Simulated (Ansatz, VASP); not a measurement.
Pt2Se: VASP beside Ansatz

```
Pt Se
1.0
    -1.56794    1.56794    5.04046
     1.56794   -1.56794    5.04046
     1.56794    1.56794   -5.04046
Pt Se
2 1
Direct
  0.65977 0.65977 0.00000
  0.34023 0.34023 0.00000
  0.00000 0.00000 0.00000
```

Alike in both runs: functional PBE; k mesh 20 × 20 × 20; occupations gaussian, width 0.1 eV; no spin polarisation.

Ansatz relaxed the structure, and its values are those at the end. VASP's run is a single point on that final structure, the one shown.

|  | VASP | Ansatz |
| --- | --- | --- |
| version | VASP 6.6.1 | Ansatz 0.2.0 |
| potentials or method | VASP PAW PBE potentials, release 64 (Pt, Se), cutoff 520 eV | scalar-relativistic, plane waves, PAW |
| valence electrons in the cell | 26 | 52 |

Ansatz gave:

| Item | Value |
| --- | --- |
| gap on the k mesh at the Fermi level (eV) | none |
| pressure (GPa) | 0.0 |

Task: What did VASP give for the same quantities?

Result: gap on the k mesh at the Fermi level (eV): none; pressure (GPa): -0.1.

A gap of «none» marks a metal or a gap that the smearing closes. With one functional, cell and mesh, what is left measures potentials, basis and numerics. VASP's potentials hold 26 valence electrons a cell and Ansatz's 52, so a difference there can come from the potentials and not from the codes.

Spin-orbit coupling is off throughout.
